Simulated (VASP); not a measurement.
# Sn4HO8 (a cell with a defect) in VASP: single point with PBE

Aim: the single point of Sn4HO8 (a cell with a defect) with PBE.

Program: VASP 6.6.1. These are calculated values, not measurements. Logs are shortened: lines on timing, memory, paths and dates and some standing lists are left out, and cuts for length are marked.

### 1 The cell of the first run

The cell holds a defect, 13 atoms: a = 5.812 Å, b = 5.812 Å, c = 5.814 Å, α = 108.08°, β = 108.08°, γ = 112.28°.

### 2 Single point, PBE

The input, INCAR:

```
ALGO = Normal
EDIFF = 1E-6
ENCUT = 520
GGA = PE
ISIF = 2
ISMEAR = 0
LASPH = T
LCHARG = F
LREAL = F
LWAVE = F
NBANDS = 64
NELECT = 104.0
NELM = 60
PREC = Accurate
SIGMA = 0.02
```

The input, KPOINTS:

```
k-points
0
Gamma
  3 3 3
```

The input, POSCAR:

```
Sn4HO8
1.0
   -4.8265176449      0.0000000000      3.2381666583
    4.8265176449      0.0000000000      3.2381666583
    0.0000000000      4.8283676020     -3.2381666583
Sn O H
4 8 1
Direct
    0.2347584607      0.7531585131      0.4879170755
    0.7652413753      0.2468413229      0.5120827998
    0.0000000000      0.0000000000      0.0000000000
    0.5000000528      0.5000000528      0.0000000000
   -0.0373685275      0.3016245355      0.2742672284
    0.4726427457      0.8116358086      0.2742672284
    0.9325615653      0.7748955095      0.2074570709
    0.4559500578      0.3209931287      0.2769432881
    0.5440498817      0.6790068109      0.7230567943
    0.0674385287      0.2251045844      0.7925430115
    1.0373686214      0.6983755585      0.7257328540
    0.5273573483      0.1883642853      0.7257328540
    0.4999999698      0.4999999698      0.5000000412
```

Potentials or basis: VASP PAW PBE potentials, release 64 (Sn_d, O, H).

Launch:

```
$ cat potpaw_PBE.64/Sn_d/POTCAR potpaw_PBE.64/O/POTCAR potpaw_PBE.64/H/POTCAR > POTCAR
$ mpirun -np 1 vasp_std > vasp.out
```

OUTCAR:

```text
EDIFF = 1E-6
   ENCUT = 520
   GGA = PE
   ISIF = 2
   ISMEAR = 0
   LASPH = T
   LREAL = F
   NELECT = 104.0
   NELM = 60
   PREC = Accurate

 ion  position               nearest neighbor table
   1  0.235  0.753  0.488-   7 2.07  11 2.08  12 2.08   5 2.13   6 2.13   9 2.17   2 3.25   2 3.25
                             4 3.68   3 3.68
   2  0.765  0.247  0.512-  10 2.07   6 2.08   5 2.08  12 2.13  11 2.13   8 2.17   1 3.25   1 3.25
                             3 3.68   4 3.68
   3  0.000  0.000  0.000-   7 2.05  10 2.05  11 2.11   5 2.11   8 2.20   9 2.20   4 3.24   4 3.24
                             1 3.68   2 3.68
   4  0.500  0.500  0.000-   7 2.05  10 2.05  12 2.11   6 2.11   9 2.20   8 2.20   3 3.24   3 3.24
                             1 3.68   2 3.68
   5  0.963  0.302  0.274-   2 2.08   3 2.11   1 2.13
   6  0.473  0.812  0.274-   2 2.08   4 2.11   1 2.13
   7  0.933  0.775  0.207-   4 2.05   3 2.05   1 2.07
   8  0.456  0.321  0.277-  13 1.26   2 2.17   3 2.20   4 2.20
   9  0.544  0.679  0.723-  13 1.26   1 2.17   4 2.20   3 2.20
  10  0.067  0.225  0.793-   4 2.05   3 2.05   2 2.07
  11  0.037  0.698  0.726-   1 2.08   3 2.11   2 2.13
  12  0.527  0.188  0.726-   1 2.08   4 2.11   2 2.13
  13  0.500  0.500  0.500-   8 1.26   9 1.26

  LATTYP: Found a face centered orthorhombic cell.
 ALAT       =     6.4763333166
 B/A-ratio  =     1.4905093388
 C/A-ratio  =     1.4910806365

  Lattice vectors:

 A1 = (   4.8265176449,   4.8283676020,   0.0000000000)
 A2 = (   0.0000000000,   4.8283676020,   3.2381666583)
 A3 = (   4.8265176449,   0.0000000000,   3.2381666583)

Analysis of symmetry for initial positions (statically):
=====================================================================
 Subroutine PRICEL returns:
 Original cell was already a primitive cell.

 Routine SETGRP: Setting up the symmetry group for a
 face centered orthorhombic supercell.

 Subroutine GETGRP returns: Found  4 space group operations
 (whereof  2 operations were pure point group operations)
 out of a pool of  8 trial point group operations.

The static configuration has the point symmetry S_2 .
 The point group associated with its full space group is C_2h.

Analysis of symmetry for dynamics (positions and initial velocities):
=====================================================================
 Subroutine PRICEL returns:
 Original cell was already a primitive cell.

 Routine SETGRP: Setting up the symmetry group for a
 face centered orthorhombic supercell.

 Subroutine GETGRP returns: Found  4 space group operations
 (whereof  2 operations were pure point group operations)
 out of a pool of  8 trial point group operations.

The dynamic configuration has the point symmetry S_2 .
 The point group associated with its full space group is C_2h.

 Subroutine INISYM returns: Found  4 space group operations
 (whereof  2 operations are pure point group operations),
 and found     1 'primitive' translations

----------------------------------------------------------------------------------------

                                     Primitive cell

  volume of cell :     150.9258

  direct lattice vectors                    reciprocal lattice vectors
    -4.826517645  0.000000000  3.238166658    -0.103594359  0.103554667  0.154408359
     4.826517645  0.000000000  3.238166658     0.103594359  0.103554667  0.154408359
     0.000000000  4.828367602 -3.238166658     0.000000000  0.207109334  0.000000000

  length of vectors
     5.812142108  5.812142108  5.813678440     0.212831627  0.212831627  0.207109334

  position of ions in fractional coordinates (direct lattice)
     0.234758461  0.753158513  0.487917076
     0.765241375  0.246841323  0.512082800
     0.000000000  0.000000000  0.000000000
     0.500000053  0.500000053  0.000000000
     0.962631473  0.301624535  0.274267228
     0.472642746  0.811635809  0.274267228
     0.932561565  0.774895509  0.207457071
     0.455950058  0.320993129  0.276943288
[... 23 lines left out ...]

 KPOINTS: k-points

Automatic generation of k-mesh.
 Grid dimensions read from file:
 generate k-points for:    3    3    3

 Generating k-lattice:

  Cartesian coordinates                     Fractional coordinates (reciprocal lattice)
    -0.034531453  0.034518222  0.051469453     0.333333333  0.000000000  0.000000000
     0.034531453  0.034518222  0.051469453     0.000000000  0.333333333  0.000000000
     0.000000000  0.069036445  0.000000000     0.000000000  0.000000000  0.333333333

  Length of vectors
     0.070943876  0.070943876  0.069036445

  Shift w.r.t. Gamma in fractional coordinates (k-lattice)
     0.000000000  0.000000000  0.000000000

 Subroutine IBZKPT returns following result:
 ===========================================

 Found     10 irreducible k-points:

 Following reciprocal coordinates:
            Coordinates               Weight
  0.000000  0.000000  0.000000      1.000000
  0.333333  0.000000  0.000000      4.000000
 -0.000000 -0.333333  0.000000      4.000000
  0.333333  0.333333  0.000000      4.000000
 -0.333333  0.333333  0.000000      2.000000
  0.000000  0.000000  0.333333      2.000000
  0.333333  0.000000  0.333333      4.000000
 -0.333333  0.333333  0.333333      2.000000
 -0.333333  0.333333 -0.333333      2.000000
 -0.333333 -0.333333  0.333333      2.000000
   k-points           NKPTS =     10   k-points in BZ     NKDIM =     10   number of bands    NBANDS=     64
   number of dos      NEDOS =    301   number of ions     NIONS =     13
   total plane-waves  NPLWV = 110592
   dimension x,y,z NGX =    48 NGY =   48 NGZ =   48
   dimension x,y,z NGXF=    96 NGYF=   96 NGZF=   96
   ions per type =               4   8   1
   NGX,Y,Z   is equivalent  to a cutoff of  13.73, 13.73, 13.73 a.u.
   NGXF,Y,Z  is equivalent  to a cutoff of  27.46, 27.46, 27.45 a.u.
 SYSTEM =  unknown system
   PREC   = accura    normal or accurate (medium, high low for compatibility)
   ISTART =      0    job   : 0-new  1-cont  2-samecut
   ICHARG =      2    charge: 1-file 2-atom 10-const
   ISPIN  =      1    spin polarized calculation?
   LNONCOLLINEAR =      F non collinear calculations
   LSORBIT =      F    spin-orbit coupling
   LASPH  =      T    aspherical Exc in radial PAW
   ENCUT  =  520.0 eV  38.22 Ry    6.18 a.u.  10.81 10.81 10.81*2*pi/ulx,y,z
   NELM   =     60;   NELMIN=  2; NELMDL= -5     # of ELM steps
   EDIFF  = 0.1E-05   stopping-criterion for ELM
   LREAL  =      F    real-space projection
   EDIFFG = 0.1E-04   stopping-criterion for IOM
   NSW    =      0    number of steps for IOM
   IBRION =     -1    ionic relax: 0-MD 1-quasi-New 2-CG
   NFREE  =      0    steps in history (QN), initial steepest desc. (CG)
   ISIF   =      2    stress and relaxation
   ISYM   =      2    0-nonsym 1-usesym 2-fastsym
   POTIM  = 0.5000    time-step for ionic-motion
   TEBEG  =    0.0;   TEEND  =   0.0 temperature during run
   PSTRESS=    0.0 pullay stress
   NELECT =     104.0000    total number of electrons
   NUPDOWN=      -1.0000    fix difference up-down
   EMIN   =  10.00;   EMAX   =-10.00  energy-range for DOS
   EFERMI =   0.00;   METHOD = LEGACY
   ISMEAR =     0;   SIGMA  =   0.02  broadening in eV -4-tet -1-fermi 0-gaus
   EFERMI_NEDOS =   21; number of points for ismear=-14 and -15
   IALGO  =     38    algorithm
   IMIX   =      4    mixing-type and parameters
     AMIX     =   0.40;   BMIX     =  1.00
     AMIX_MAG =   1.60;   BMIX_MAG =  1.00
  volume/ion in A,a.u.               =      11.61        78.35
  Fermi-wavevector in a.u.,A,eV,Ry     =   1.445988  2.732522 28.448182  2.090882
  Thomas-Fermi vector in A             =   2.564108
   LORBIT       =      0    0 simple, 1 ext, 2 COOP (PROOUT), +10 PAW based schemes
   GGA     = PE    functional components
   LHFCALC =     F    Hartree Fock is set to
   AEXX    =    0.0000 exact exchange contribution
   IVDW    =     0    specifies the selected vdW correction
   LEPSILON=     F    determine dielectric tensor
   LRPA    =     F    only Hartree local field effects (RPA)
 non-spin polarized calculation
 Gauss-broadening in eV      SIGMA  =   0.02
  energy-cutoff  :      520.00
  volume of cell :      150.93
 maximum number of plane-waves:      4076
 NGX is ok and might be reduce to    48
   NGX = 21   NGY = 21   NGZ = 21

 number of electron     104.0000000 magnetization

 Free energy of the ion-electron system (eV)
  ---------------------------------------------------
  ext. energy  EPLUGINS =         0.00000000
  ---------------------------------------------------
  free energy    TOTEN  =       -85.26489380 eV

  energy without entropy =      -85.26489380  energy(sigma->0) =      -85.26489380

 E-fermi :   5.3925     XC(G=0): -10.9928

 val. band max:        5.2361473691   @ k =   0.3333   0.0000   0.0000
 cond. band min:       6.2714621564   @ k =   0.0000   0.0000   0.0000
 fundamental gap:      1.0353147872
 Fermi energy:         5.3925386052

 k-point     1 :       0.0000    0.0000    0.0000
  band No.  band energies     occupation
      1     -15.3618      2.00000
      2     -15.1224      2.00000
      3     -14.9051      2.00000
      4     -14.6803      2.00000
      5     -14.6035      2.00000
      6     -14.5760      2.00000
[... 659 lines left out ...]
     63      15.6142      0.00000
     64      15.7332      0.00000

------------------------ aborting loop because EDIFF is reached ----------------------------------------

  FORCE on cell =-STRESS in cart. coord.  units (eV):
  Direction    XX          YY          ZZ          XY          YZ          ZX
  --------------------------------------------------------------------------------------
  -------------------------------------------------------------------------------------
  Total       -9.7799533    -16.8805389    -10.9605666     -4.2948331      0.0000000      0.0000000
  in kB     -103.8206983   -179.1981290   -116.3536920    -45.5925047      0.0000000      0.0000000
  external PRESSURE =    -133.1241731 kB  Pullay stress =       0.0000000 kB

 VOLUME and BASIS-vectors are now :
 -----------------------------------------------------------------------------
  energy-cutoff  :      520.00
  volume of cell :      150.93
      direct lattice vectors                 reciprocal lattice vectors
    -4.826517645  0.000000000  3.238166658    -0.103594359  0.103554667  0.154408359
     4.826517645  0.000000000  3.238166658     0.103594359  0.103554667  0.154408359
     0.000000000  4.828367602 -3.238166658     0.000000000  0.207109334  0.000000000

 POSITION                                       TOTAL-FORCE (eV/Angst)
 -----------------------------------------------------------------------------------
      2.50207      2.35584      1.61908        -0.006275     -0.001168      0.000000
     -2.50207      2.47252      1.61908         0.006275      0.001168      0.000000
      0.00000      0.00000      0.00000        -0.000000      0.000000      0.000000
      0.00000      0.00000      3.23817        -0.000000      0.000000      0.000000
     -3.19036      1.32426      3.20575        -0.006428     -0.009918      0.016779
      1.63616      1.32426      3.27059        -0.006428     -0.009918     -0.016779
     -0.76098      1.00168      4.85725         0.002882      0.014170      0.000000
     -0.65137      1.33718      1.61908        -0.001437     -0.007643      0.000000
      0.65137      3.49118      1.61908         0.001437      0.007643      0.000000
      0.76098      3.82669     -1.61908        -0.002882     -0.014170      0.000000
      3.19036      3.50410      0.03242         0.006428      0.009918     -0.016779
     -1.63616      3.50410     -0.03242         0.006428      0.009918      0.016779
      0.00000      2.41418      1.61908        -0.000000      0.000000      0.000000
 -----------------------------------------------------------------------------------
    total drift:                               -0.000015      0.000656     -0.002831

  FREE ENERGIE OF THE ION-ELECTRON SYSTEM (eV)
  ---------------------------------------------------
  free  energy   TOTEN  =       -85.2648937988 eV

  energy  without entropy=      -85.2648937988  energy(sigma->0) =      -85.26489380
```

Wall time 81 s (1 thread of Intel Xeon Platinum 8488C (Sapphire Rapids), shared host); peak memory 0.35 GiB.

Results:

```yaml
Free_energy: -85.2649 eV
Largest_force: 0.021 eV/Å
```

Forces on the atoms (eV/Å):
```
Sn  -0.006 -0.001  0.000
Sn   0.006  0.001  0.000
Sn   0.000  0.000  0.000
Sn   0.000  0.000  0.000
O   -0.006 -0.010  0.017
O   -0.006 -0.010 -0.017
O    0.003  0.014  0.000
O   -0.001 -0.008  0.000
O    0.001  0.008  0.000
O   -0.003 -0.014  0.000
O    0.006  0.010 -0.017
O    0.006  0.010  0.017
H    0.000  0.000  0.000
```

Levels at points of the mesh, in eV from the Fermi level:
| k point | band 48 | band 49 | band 50 | band 51 | band 52 | band 53 | band 54 | band 55 | band 56 | band 57 |
| --- | --- | --- | --- | --- | --- | --- | --- | --- | --- | --- |
| (0.00, 0.00, 0.00) | -0.58 | -0.55 | -0.26 | -0.26 | -0.24 | 0.88 | 4.39 | 4.56 | 5.69 | 6.38 |

Caveat: the k points lie up to 0.45 Å⁻¹ apart; the cell carries a net charge on a neutralising background, which shifts energy and pressure; the cell is charged against a uniform background, so pressure and absolute levels hang on convention; spin-orbit coupling is left out, which moves the levels of the heavy elements.
